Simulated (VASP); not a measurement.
The system is BP.

```xyz
2
Lattice="0.0000 2.5077 2.5077 2.5077 0.0000 2.5077 2.5077 2.5077 0.0000" Properties=species:S:1:pos:R:3 pbc="T T T"
B     0.0000    0.0000    0.0000
P     1.2539    1.2539    1.2539
```

| Item | Value |
| --- | --- |
| Program | VASP 6.6.1 |
| Task | relaxation of cell and atoms |
| Functional | PBE |
| Potentials or basis | VASP PAW PBE potentials, release 64 (B, P) |
| Cutoff | 600 eV |
| k mesh | 8 × 8 × 8 |
| Occupations | gaussian, width 0.1 eV |
| Spin | no spin polarisation |

At the start: pressure -26.6 GPa; volume 15.77 Å³/atom.

**Question.** Where does the relaxation end?

**Answer.** Over 3 steps the energy falls by 427.6 meV/atom and the volume is 11.75 Å³/atom (-25.5 %); space group F-43m (No. 216, to 0.05 Å).

The path:
| step | energy change (eV) | largest force (eV/Å) | pressure (GPa) | volume (Å³) |
| --- | --- | --- | --- | --- |
| 1 | 0.0000 | 0.0000 | -26.63 | 31.54 |
| 2 | -0.6981 | 0.0000 | 22.23 | 21.02 |
| 3 | -0.8552 | 0.0000 | -0.02 | 23.50 |

Final structure:
```xyz
2
Lattice="0.0000 2.2735 2.2735 2.2735 0.0000 2.2735 2.2735 2.2735 0.0000" Properties=species:S:1:pos:R:3 pbc="T T T"
B     0.0000    0.0000    0.0000
P     1.1367    1.1367    1.1367
```

Caveat: the volume moved by over 15 % at a fixed basis, so the end points are rough.
